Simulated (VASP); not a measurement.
Set up this calculation in VASP 6.6.1, as the native input.

```
Task                   : single point
Functional             : r2SCAN
Potentials or basis    : VASP PAW PBE potentials, release 64 (Cr_pv)
Cutoff                 : 520 eV
k mesh                 : 18 × 18 × 10
Occupations            : gaussian, width 0.1 eV
Spin                   : no spin polarisation
Dipole correction      : no
Further INCAR settings : ALGO = Normal; EDIFF = 1e-06; NBANDS = 19
```

Cr:

```
CELL_PARAMETERS angstrom
2.45591 0.00000 0.00000
-1.22796 2.12688 0.00000
0.00000 0.00000 4.47314
ATOMIC_POSITIONS crystal
Cr 0.33333 0.66667 0.25000
Cr 0.66667 0.33333 0.75000
```

This isn't the form of Cr at room conditions, which is bcc.

One way to write it, as run:

POSCAR

```
Cr
1.0
    2.4559129895      0.0000000000      0.0000000000
   -1.2279564947      2.1268830384      0.0000000000
    0.0000000000      0.0000000000      4.4731404350
Cr
2
Direct
    0.3333333333      0.6666666667      0.2500000000
    0.6666666667      0.3333333333      0.7500000000
```

INCAR.step1

```
ALGO = Normal ; EDIFF = 1E-4
ENCUT = 520 ; GGA = PE
ISMEAR = 0 ; LASPH = T
LCHARG = F ; LREAL = F
LWAVE = T ; NBANDS = 19
NELM = 60 ; PREC = Accurate
SIGMA = 0.1
```

INCAR.step2

```
ALGO = Normal ; EDIFF = 1E-6
ENCUT = 520 ; ISIF = 2
ISMEAR = 0 ; ISTART = 1
LASPH = T ; LCHARG = F
LMIXTAU = T ; LREAL = F
LWAVE = F ; METAGGA = R2SCAN
NBANDS = 19 ; NELM = 60
PREC = Accurate ; SIGMA = 0.1
```

KPOINTS

```
k-points
0
Gamma
  18 18 10
```

Potentials or basis: VASP PAW PBE potentials, release 64 (Cr_pv).

Run with:

```sh
$ cat potpaw_PBE.64/Cr_pv/POTCAR > POTCAR
$ cp INCAR.step1 INCAR
$ mpirun -np 1 vasp_std > vasp.out
$ cp INCAR.step2 INCAR
$ mpirun -np 1 vasp_std > vasp.out
```

It gave:

- Pressure: 0.7 GPa
- Band gap on the k mesh: zero (bands 12 and 13 overlap by 1.51 eV)

Caveat: the PAW data sets were made with another functional, which shifts forces and pressure a little; the run has no spin polarisation, though such a crystal can be magnetic.

Wall time 8.6 min on 1 thread of Intel Xeon 8259CL (shared host), peak memory 0.2 GiB.
